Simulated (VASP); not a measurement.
# Ga (P6_3/mmc) in VASP: notebook

Ga is run at these levels: PBEsol; tasks: single point.

All numbers are computed with VASP 6.6.1; they aren't measurements. Logs are shortened: lines on timing, memory, paths and dates and some standing lists are left out, and cuts for length are marked.

### 1 The cell of the first run

It takes space group P6_3/mmc (No. 194, hexagonal). The conventional cell has a = 2.296 Å, b = 2.296 Å, c = 3.839 Å, α = 90.00°, β = 90.00°, γ = 120.00°. Within 3.0 Å of Ga (site symmetry -6m2) lie 12 Ga at 2.30 to 2.33 Å.

This isn't the form of Ga at room conditions, which is orthorhombic.

### 2 Single point, PBEsol

File INCAR:

```
SYSTEM = Ga
  ALGO = Normal
  EDIFF = 1E-6
  ENCUT = 520
  GGA = PS
  ISIF = 2
  ISMEAR = -1
  LASPH = .TRUE.
  LCHARG = .FALSE.
  LREAL = .FALSE.
  LWAVE = .FALSE.
  NBANDS = 20
  NELM = 60
  PREC = Accurate
  SIGMA = 0.05
```

File KPOINTS:

```
k-points
0
G
  18 18 10
  0 0 0
```

File POSCAR:

```
Ga
1.0
    2.2960871878      0.0000000000      0.0000000000
   -1.1480435939      1.9884698339      0.0000000000
    0.0000000000      0.0000000000      3.8389250248
Ga
2
Direct
    0.3333333333      0.6666666667      0.2500000000
    0.6666666667      0.3333333333      0.7500000000
```

Potentials or basis: VASP PAW PBE potentials, release 64 (Ga_d).

Command:

```console
cat potpaw_PBE.64/Ga_d/POTCAR > POTCAR
mpirun -np 1 vasp_std > vasp.out
```

OUTCAR:

```text
SYSTEM = Ga
   EDIFF = 1E-6
   ENCUT = 520
   GGA = PS
   ISIF = 2
   ISMEAR = -1
   LASPH = .TRUE.
   LREAL = .FALSE.
   NELM = 60
   PREC = Accurate

 ion  position               nearest neighbor table
   1  0.333  0.667  0.250-   2 2.33   2 2.33   2 2.33   2 2.33   2 2.33   2 2.33
   2  0.667  0.333  0.750-   1 2.33   1 2.33   1 2.33   1 2.33   1 2.33   1 2.33

  LATTYP: Found a hexagonal cell.
 ALAT       =     2.2960871878
 C/A-ratio  =     1.6719421829

  Lattice vectors:

 A1 = (   2.2960871878,   0.0000000000,   0.0000000000)
 A2 = (  -1.1480435939,   1.9884698339,   0.0000000000)
 A3 = (   0.0000000000,   0.0000000000,   3.8389250248)

Analysis of symmetry for initial positions (statically):
=====================================================================
 Subroutine PRICEL returns:
 Original cell was already a primitive cell.

 Routine SETGRP: Setting up the symmetry group for a
 hexagonal supercell.

 Subroutine GETGRP returns: Found 24 space group operations
 (whereof 12 operations were pure point group operations)
 out of a pool of 24 trial point group operations.

The static configuration has the point symmetry D_3d.
 The point group associated with its full space group is D_6h.

Analysis of symmetry for dynamics (positions and initial velocities):
=====================================================================
 Subroutine PRICEL returns:
 Original cell was already a primitive cell.

 Routine SETGRP: Setting up the symmetry group for a
 hexagonal supercell.

 Subroutine GETGRP returns: Found 24 space group operations
 (whereof 12 operations were pure point group operations)
 out of a pool of 24 trial point group operations.

The dynamic configuration has the point symmetry D_3d.
 The point group associated with its full space group is D_6h.

 Subroutine INISYM returns: Found 24 space group operations
 (whereof 12 operations are pure point group operations),
 and found     1 'primitive' translations

----------------------------------------------------------------------------------------

                                     Primitive cell

  volume of cell :      17.5274

  direct lattice vectors                    reciprocal lattice vectors
     2.296087188  0.000000000  0.000000000     0.435523531  0.251449628  0.000000000
    -1.148043594  1.988469834  0.000000000     0.000000000  0.502899256  0.000000000
     0.000000000  0.000000000  3.838925025     0.000000000  0.000000000  0.260489589

  length of vectors
     2.296087188  2.296087188  3.838925025     0.502899256  0.502899256  0.260489589

  position of ions in fractional coordinates (direct lattice)
     0.333333333  0.666666667  0.250000000
     0.666666667  0.333333333  0.750000000

  ion indices of the primitive-cell ions
   primitive index   ion index
                 1           1
                 2           2

----------------------------------------------------------------------------------------

 KPOINTS: k-points

Automatic generation of k-mesh.
 Grid dimensions read from file:
 generate k-points for:   18   18   10

 Generating k-lattice:

  Cartesian coordinates                     Fractional coordinates (reciprocal lattice)
     0.024195752  0.013969424  0.000000000     0.055555556  0.000000000  0.000000000
     0.000000000  0.027938848  0.000000000     0.000000000  0.055555556  0.000000000
     0.000000000  0.000000000  0.026048959     0.000000000  0.000000000  0.100000000

  Length of vectors
     0.027938848  0.027938848  0.026048959

  Shift w.r.t. Gamma in fractional coordinates (k-lattice)
     0.000000000  0.000000000  0.000000000

 Subroutine IBZKPT returns following result:
 ===========================================

 Found    222 irreducible k-points:

 Following reciprocal coordinates:
            Coordinates               Weight
  0.000000  0.000000  0.000000      1.000000
  0.055556  0.000000  0.000000      6.000000
  0.111111  0.000000  0.000000      6.000000
  0.166667  0.000000  0.000000      6.000000
  0.222222  0.000000  0.000000      6.000000
  0.277778  0.000000  0.000000      6.000000
[... 16 lines left out ...]
  0.333333  0.111111  0.000000     12.000000
  0.388889  0.111111  0.000000     12.000000
 [... further k-points ...]
   k-points           NKPTS =    222   k-points in BZ     NKDIM =    222   number of bands    NBANDS=     20
   number of dos      NEDOS =    301   number of ions     NIONS =      2
   total plane-waves  NPLWV =   9720
   dimension x,y,z NGX =    18 NGY =   18 NGZ =   30
   dimension x,y,z NGXF=    36 NGYF=   36 NGZF=   60
   ions per type =               2
   NGX,Y,Z   is equivalent  to a cutoff of  13.03, 13.03, 12.99 a.u.
   NGXF,Y,Z  is equivalent  to a cutoff of  26.07, 26.07, 25.98 a.u.
 SYSTEM =  Ga
   PREC   = accura    normal or accurate (medium, high low for compatibility)
   ISTART =      0    job   : 0-new  1-cont  2-samecut
   ICHARG =      2    charge: 1-file 2-atom 10-const
   ISPIN  =      1    spin polarized calculation?
   LNONCOLLINEAR =      F non collinear calculations
   LSORBIT =      F    spin-orbit coupling
   LASPH  =      T    aspherical Exc in radial PAW
   ENCUT  =  520.0 eV  38.22 Ry    6.18 a.u.   4.27  4.27  7.14*2*pi/ulx,y,z
   NELM   =     60;   NELMIN=  2; NELMDL= -5     # of ELM steps
   EDIFF  = 0.1E-05   stopping-criterion for ELM
   LREAL  =      F    real-space projection
   EDIFFG = 0.1E-04   stopping-criterion for IOM
   NSW    =      0    number of steps for IOM
   IBRION =     -1    ionic relax: 0-MD 1-quasi-New 2-CG
   NFREE  =      0    steps in history (QN), initial steepest desc. (CG)
   ISIF   =      2    stress and relaxation
   ISYM   =      2    0-nonsym 1-usesym 2-fastsym
   POTIM  = 0.5000    time-step for ionic-motion
   TEBEG  =    0.0;   TEEND  =   0.0 temperature during run
   PSTRESS=    0.0 pullay stress
   NELECT =      26.0000    total number of electrons
   NUPDOWN=      -1.0000    fix difference up-down
   EMIN   =  10.00;   EMAX   =-10.00  energy-range for DOS
   EFERMI =   0.00;   METHOD = LEGACY
   ISMEAR =    -1;   SIGMA  =   0.05  broadening in eV -4-tet -1-fermi 0-gaus
   EFERMI_NEDOS =   21; number of points for ismear=-14 and -15
   IALGO  =     38    algorithm
   IMIX   =      4    mixing-type and parameters
     AMIX     =   0.40;   BMIX     =  1.00
     AMIX_MAG =   1.60;   BMIX_MAG =  1.00
  volume/ion in A,a.u.               =       8.76        59.14
  Fermi-wavevector in a.u.,A,eV,Ry     =   1.867069  3.528248 47.429163  3.485945
  Thomas-Fermi vector in A             =   2.913628
   LORBIT       =      0    0 simple, 1 ext, 2 COOP (PROOUT), +10 PAW based schemes
   GGA     = PS    functional components
   LHFCALC =     F    Hartree Fock is set to
   AEXX    =    0.0000 exact exchange contribution
   IVDW    =     0    specifies the selected vdW correction
   LEPSILON=     F    determine dielectric tensor
   LRPA    =     F    only Hartree local field effects (RPA)
 non-spin polarized calculation
  energy-cutoff  :      520.00
  volume of cell :       17.53
 maximum number of plane-waves:       487
 NGX is ok and might be reduce to    18
   NGX =  9   NGY =  9   NGZ = 15

 number of electron      25.9999990 magnetization

 Free energy of the ion-electron system (eV)
  ---------------------------------------------------
  ext. energy  EPLUGINS =         0.00000000
  ---------------------------------------------------
  free energy    TOTEN  =         0.01114702 eV

  energy without entropy =        0.01562766  energy(sigma->0) =        0.01338734

 E-fermi :  16.3297     XC(G=0): -15.6940

 val. band max:       16.3207702292   @ k =   0.3333   0.0000   0.1000
 cond. band min:      16.3300358724   @ k =   0.2778   0.1111   0.0000
 fundamental gap:      0.0092656431
 Fermi energy:        16.3297009890

 k-point     1 :       0.0000    0.0000    0.0000
  band No.  band energies     occupation
      1      -3.4629      2.00000
      2      -2.2382      2.00000
      3      -1.1766      2.00000
      4      -1.0412      2.00000
      5      -1.0412      2.00000
      6      -0.8934      2.00000
[... 12 lines left out ...]
     19      36.6695      0.00000
     20      37.3928      0.00000

 k-point     2 :       0.0556    0.0000    0.0000
  band No.  band energies     occupation
      1      -3.3397      2.00000
      2      -2.1958      2.00000
      3      -1.1944      2.00000
      4      -1.0239      2.00000
      5      -1.0064      2.00000
      6      -0.9047      2.00000
[... 12 lines left out ...]
     19      38.2182      0.00000
     20      39.2509      0.00000

 k-point     3 :       0.1111    0.0000    0.0000
  band No.  band energies     occupation
      1      -2.9817      2.00000
      2      -2.0826      2.00000
      3      -1.2438      2.00000
      4      -0.9859      2.00000
      5      -0.9062      2.00000
      6      -0.9055      2.00000
[... 12 lines left out ...]
     19      38.1676      0.00000
     20      39.4516      0.00000

 k-point     4 :       0.1667    0.0000    0.0000
  band No.  band energies     occupation
      1      -2.4467      2.00000
      2      -1.9471      2.00000
      3      -1.2850      2.00000
      4      -0.9941      2.00000
      5      -0.8731      2.00000
      6      -0.7729      2.00000
[... 12 lines left out ...]
     19      37.3433      0.00000
     20      39.4439      0.00000

 k-point     5 :       0.2222    0.0000    0.0000
  band No.  band energies     occupation
      1      -1.9858      2.00000
      2      -1.8480      2.00000
      3      -1.2086      2.00000
      4      -1.1301      2.00000
      5      -0.9533      2.00000
      6      -0.7822      2.00000
[... 12 lines left out ...]
     19      37.2219      0.00000
     20      38.7140      0.00000
[... 353 lines left out ...]
      6      -0.8697      2.00000
[... 12 lines left out ...]
     19      33.2879      0.00000
     20      36.0939      0.00000

 k-point    22 :       0.2778    0.1111    0.0000
  band No.  band energies     occupation
      1      -1.9281      2.00000
      2      -1.6538      2.00000
      3      -1.6346      2.00000
      4      -1.0273      2.00000
      5      -0.9255      2.00000
      6      -0.7090      2.00000
[... 12 lines left out ...]
     19      32.4003      0.00000
     20      35.5330      0.00000

 k-point    23 :       0.3333    0.1111    0.0000
  band No.  band energies     occupation
      1      -2.0298      2.00000
      2      -1.7922      2.00000
      3      -1.7104      2.00000
      4      -1.0557      2.00000
      5      -0.7984      2.00000
      6      -0.7894      2.00000
[... 12 lines left out ...]
     19      31.7310      0.00000
     20      35.1155      0.00000

 k-point    24 :       0.3889    0.1111    0.0000
  band No.  band energies     occupation
      1      -2.0986      2.00000
      2      -1.8892      2.00000
      3      -1.7552      2.00000
      4      -1.0646      2.00000
      5      -0.8543      2.00000
      6      -0.7222      2.00000
[... 12 lines left out ...]
     19      31.3155      0.00000
     20      34.8620      0.00000

 [... further k-points ...]

------------------------ aborting loop because EDIFF is reached ----------------------------------------

  FORCE on cell =-STRESS in cart. coord.  units (eV):
  Direction    XX          YY          ZZ          XY          YZ          ZX
  --------------------------------------------------------------------------------------
  -------------------------------------------------------------------------------------
  Total       25.3803525     25.3803525     25.3846754      0.0000000     -0.0000000      0.0000000
  in kB     2320.0172765   2320.0172764   2320.4124337      0.0000000     -0.0000000      0.0000000
  external PRESSURE =    2320.1489956 kB  Pullay stress =       0.0000000 kB

 VOLUME and BASIS-vectors are now :
 -----------------------------------------------------------------------------
  energy-cutoff  :      520.00
  volume of cell :       17.53
      direct lattice vectors                 reciprocal lattice vectors
     2.296087188  0.000000000  0.000000000     0.435523531  0.251449628  0.000000000
    -1.148043594  1.988469834  0.000000000     0.000000000  0.502899256  0.000000000
     0.000000000  0.000000000  3.838925025     0.000000000  0.000000000  0.260489589

 POSITION                                       TOTAL-FORCE (eV/Angst)
 -----------------------------------------------------------------------------------
     -0.00000      1.32565      0.95973         0.000000     -0.000000      0.000000
      1.14804      0.66282      2.87919         0.000000      0.000000      0.000000
 -----------------------------------------------------------------------------------
    total drift:                               -0.000000      0.000000     -0.000000

  FREE ENERGIE OF THE ION-ELECTRON SYSTEM (eV)
  ---------------------------------------------------
  free  energy   TOTEN  =         0.0111470210 eV

  energy  without entropy=        0.0156276592  energy(sigma->0) =        0.01338734
```

Run time: 2.1 min. Hardware: 1 thread of Intel Xeon 8259CL, shared host; peak memory 0.18 GiB.

Results:

| Property | Result |
| --- | --- |
| Free energy | 0.0111 eV |
| Pressure | 232.0 GPa |
| Band gap on the k mesh | zero (bands 13 and 14 overlap by 10.76 eV) |

Caveat: the cell stands under pressure; the PAW data sets were made with another functional, which shifts forces and pressure a little.

### 3 Single point, PBEsol

File INCAR:

```
SYSTEM = Ga
PREC     = Accurate       ! precision mode
ENCUT    = 520            ! plane-wave cutoff, eV
EDIFF    = 1E-6           ! SCF threshold, eV
ISMEAR   = -1             ! smearing method
SIGMA    = 0.05           ! smearing width, eV
LREAL    = .FALSE.        ! projectors in reciprocal space
LASPH    = .TRUE.         ! aspherical terms in the spheres
NELM     = 100            ! most SCF steps
ALGO     = Normal         ! electronic algorithm
ISIF     = 2              ! what is computed and relaxed
LWAVE    = .FALSE.        ! write WAVECAR
LCHARG   = .FALSE.        ! write CHGCAR
GGA      = PS             ! functional
NBANDS   = 20             ! bands
```

File KPOINTS:

```
Automatic mesh
0
G
  18 18 10
  0 0 0
```

File POSCAR:

```
Ga
1.0
    2.2962225984      0.0000000000      0.0000000000
   -1.1481112992      1.9885871029      0.0000000000
    0.0000000000      0.0000000000      3.8394207956
Ga
2
Direct
    0.3333333333      0.6666666667      0.2500000000
    0.6666666667      0.3333333333      0.7500000000
```

Potentials or basis: VASP PAW PBE potentials, release 64 (Ga_d).

Command:

```console
cat potpaw_PBE.64/Ga_d/POTCAR > POTCAR
mpirun -np 1 vasp_std > vasp.out
```

Run time: 2 min. Hardware: 1 thread of Intel Xeon 8259CL, shared host; peak memory 0.18 GiB.

It converged, with:

- Free energy: 0.0049 eV
- Pressure: 231.8 GPa
- Band gap on the k mesh: zero (bands 13 and 14 overlap by 10.75 eV)

Levels at points of the mesh, in eV from the Fermi level:
```tsv
k point	band 11	band 12	band 13	band 14	band 15	band 16
(0.00, 0.00, 0.00)	-16.27	-9.84	-6.20	18.19	18.19	18.23
(0.50, 0.00, 0.00)	-9.68	-8.22	0.18	0.73	3.25	3.84
(0.00, 0.00, 0.50)	-16.44	-16.44	5.19	5.19	19.04	19.04
(0.50, 0.00, 0.50)	-8.15	-8.15	-4.04	-4.04	11.07	11.07
```

Caveat: the cell stands under pressure; the PAW data sets were made with another functional, which shifts forces and pressure a little.
